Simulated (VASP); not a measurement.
# HfC: single point with PBEsol+U

The system is HfC.

```
CELL_PARAMETERS angstrom
3.34287 0.00000 0.00000
-1.67143 2.89501 0.00000
0.00000 0.00000 5.20271
ATOMIC_POSITIONS crystal
Hf 0.33333 0.66667 0.25000
Hf 0.66667 0.33333 0.75000
C 0.00000 0.00000 0.50000
C 0.00000 0.00000 0.00000
```

```yaml
Program: VASP 6.6.1
Task: single point
Functional: PBEsol
Potentials_or_basis: VASP PAW PBE potentials, release 64 (Hf_pv, C)
Cutoff: 520 eV
k_mesh: 9 × 9 × 5
Occupations: fermi-dirac, width 0.05 eV
Spin: no spin polarisation
Hubbard_terms: Hf d U = 4.0 eV
Dipole_correction: no
k_mesh_for_the_DOS: 14 × 14 × 8
Occupations_for_the_DOS: tetrahedron
Further_INCAR_settings: ALGO = Normal; EDIFF = 1e-07; NBANDS = 22
```

The valence electrons inside the program's atomic spheres are Hf 8.54; C 2.37.

Levels at points of the mesh, in eV from the Fermi level:
```tsv
k point	band 10	band 11	band 12	band 13	band 14	band 15	band 16	band 17	band 18	band 19
(0.00, 0.00, 0.00)	-3.26	-3.26	-1.48	-1.48	1.03	1.52	1.52	1.89	1.92	1.92
(0.50, 0.00, 0.00)	-4.49	-3.69	-3.64	-2.01	-1.58	1.12	4.10	4.43	5.03	5.69
(0.00, 0.00, 0.50)	-3.37	-2.82	-2.82	-2.82	-2.82	3.80	3.80	4.08	4.08	4.08
(0.50, 0.00, 0.50)	-5.00	-3.17	-3.17	-2.68	-2.68	0.91	0.91	4.88	4.88	5.41
```

Eigenvalues of the final occupation matrices:
```tsv
site	spin	trace	eigenvalues
site 1 d	1	0.80	0.12 0.15 0.15 0.19 0.19
site 1 d	2	0.80	0.12 0.15 0.15 0.19 0.19
site 2 d	1	0.80	0.12 0.15 0.15 0.19 0.19
site 2 d	2	0.80	0.12 0.15 0.15 0.19 0.19
```

It took 56 s on 1 thread of Intel(R) Xeon(R) 6975P-C (Granite Rapids), on a shared host, peak memory 0.24 GiB.

Caveat: spin-orbit coupling is left out, which moves the levels of the heavy elements; U without spin polarisation on a metal has little footing; the U is typed as a test and isn't derived for this compound.
